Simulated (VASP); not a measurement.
TiAl, 2 atoms in the cell. The structure is hexagonal, space group P-6m2 (No. 187). The conventional cell has a = 2.809 Å, b = 2.809 Å, c = 4.557 Å, α = 90.00°, β = 90.00°, γ = 120.00°. Ti (site symmetry -6m2) has 6 Al at 2.80 Å and 6 Ti at 2.81 Å within 3.7 Å. Within 3.7 Å of Al (site symmetry -6m2) lie 6 Ti at 2.80 Å and 6 Al at 2.81 Å. 

| Quantity | Value |
| --- | --- |
| Program | VASP 6.6.1 |
| Task | single point |
| Functional | PBEsol |
| Potentials or basis | VASP PAW PBE potentials, release 64 (Ti_sv, Al) |
| Cutoff | 520 eV |
| k mesh | 21 × 21 × 12 |
| Occupations | gaussian, width 0.15 eV |
| Spin | collinear spin |
| Starting moments | [0.75, 0.0] μB |
| Fixed moment | 0.75 μB |
| Dipole correction | no |
| Further INCAR settings | ALGO = Fast; EDIFF = 1e-06; NBANDS = 18 |

Potentials or basis: VASP PAW PBE potentials, release 64 (Ti_sv, Al).

The run is started by

```bash
$ cat potpaw_PBE.64/Ti_sv/POTCAR potpaw_PBE.64/Al/POTCAR > POTCAR
$ mpirun -np 1 vasp_std > vasp.out
```

Hardware: 1 thread of Intel Xeon 8259CL (shared host).

Question: Estimate the wall time of this run.

Answer: Wall time 11 min on 1 thread of Intel Xeon 8259CL (shared host), peak memory 0.39 GiB. Counts: scf iterations 18, k points 336.
